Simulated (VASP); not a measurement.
A run of VASP 6.6.1 is set up as follows.

File INCAR:

```
ALGO = Normal
EDIFF = 1E-6
ENCUT = 520
GGA = PE
ISIF = 2
ISMEAR = 0
LASPH = True
LCHARG = False
LREAL = False
LWAVE = False
NBANDS = 39
NELM = 80
PREC = Accurate
SIGMA = 0.1
```

Contents of KPOINTS:

```
k-points
0
Gamma
  3 3 4
```

POSCAR

```
MgGa2S5
1.0
    7.9263823525      0.0000000033      0.0000000000
   -3.9631911791      6.8644484758      0.0000000000
    0.0000000000      0.0000000000      4.7594623522
Mg Ga S
1 2 5
Direct
    0.0000000000      0.0000000000      0.0000000000
    0.3333333333      0.6666666667      0.5000000000
    0.6666666667      0.3333333333      0.5000000000
    0.3333333333      0.6666666667      0.0000000000
    0.0000000000      0.5000000000      0.5000000000
    0.5000000000      0.5000000000      0.5000000000
    0.5000000000      0.0000000000      0.5000000000
    0.6666666667      0.3333333333      0.0000000000
```

Potentials or basis: VASP PAW PBE potentials, release 64 (Mg, Ga_d, S).

Run with:

```console
$ cat potpaw_PBE.64/Mg/POTCAR potpaw_PBE.64/Ga_d/POTCAR potpaw_PBE.64/S/POTCAR > POTCAR
$ mpirun -np 1 vasp_std > vasp.out
```

Task: What does it give for the pressure?

Result: 0.0 GPa.

Task: What does it give for the band gap on the k mesh?

Result: Zero (bands 29 and 30 overlap by 0.51 eV).
